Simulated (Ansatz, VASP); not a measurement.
RbAuBr3: VASP beside Ansatz

Contents of INCAR:

```
PREC = Accurate ; ENCUT = 520
EDIFF = 1E-7 ; ISMEAR = 1
SIGMA = 0.05 ; LREAL = F
LASPH = T ; NELM = 60
ALGO = Normal ; ISIF = 2
LWAVE = F ; LCHARG = F
NBANDS = 28
```

File KPOINTS:

```
Automatic mesh
0
Gamma
  4 4 4
```

File POSCAR:

```
RbAuBr3
1.0
    5.4369900000      0.0000000000      0.0000000000
    0.0000000000      5.4369900000      0.0000000000
    0.0000000000      0.0000000000      5.4369900000
Rb Au Br
1 1 3
Direct
    0.5000000000      0.5000000000      0.5000000000
    0.0000000000      0.0000000000      0.0000000000
    0.5000000000      0.0000000000      0.0000000000
    0.0000000000      0.0000000000      0.5000000000
    0.0000000000      0.5000000000      0.0000000000
```

Input for Ansatz:

```yaml
crystal:
  lattice:
    - [5.43699, 0.0, 0.0]
    - [0.0, 5.43699, 0.0]
    - [0.0, 0.0, 5.43699]
  atoms:
    - { symbol: Rb, position: [0.5, 0.5, 0.5] }
    - { symbol: Au, position: [0.0, 0.0, 0.0] }
    - { symbol: Br, position: [0.5, 0.0, 0.0] }
    - { symbol: Br, position: [0.0, 0.0, 0.5] }
    - { symbol: Br, position: [0.0, 0.5, 0.0] }
basis:
  ecutwfc: 500.0
kpoints:
  mp_grid:
    grid: [4, 4, 4]
hamiltonian:
  xc: lda
scf:
  occupations:
    method: cold
    width: 0.05
output:
  forces: true
  stress: true
```

Alike in both runs: task single point; functional LDA; k mesh 4 × 4 × 4; no spin polarisation.

```csv
,VASP,Ansatz
version,VASP 6.6.1,Ansatz 0.2.0
potentials or method,"VASP PAW LDA potentials, release 64 (Rb_sv, Au, Br), cutoff 520 eV","plane waves, PAW"
occupations,"methfessel-paxton of order 1, width 0.05 eV","cold, width 0.05 eV"
valence electrons in the cell,41,49
```

|  | VASP | Ansatz | Ansatz less VASP |
| --- | --- | --- | --- |
| pressure (GPa) | -3.6 | -3.7 | -0.06 |

LDA's correlation is that of Perdew and Zunger in VASP and of Perdew and Wang (1992) in Ansatz. VASP's potentials hold 41 valence electrons a cell and Ansatz's 49, so a difference there can come from the potentials and not from the codes.

Spin-orbit coupling is off throughout.
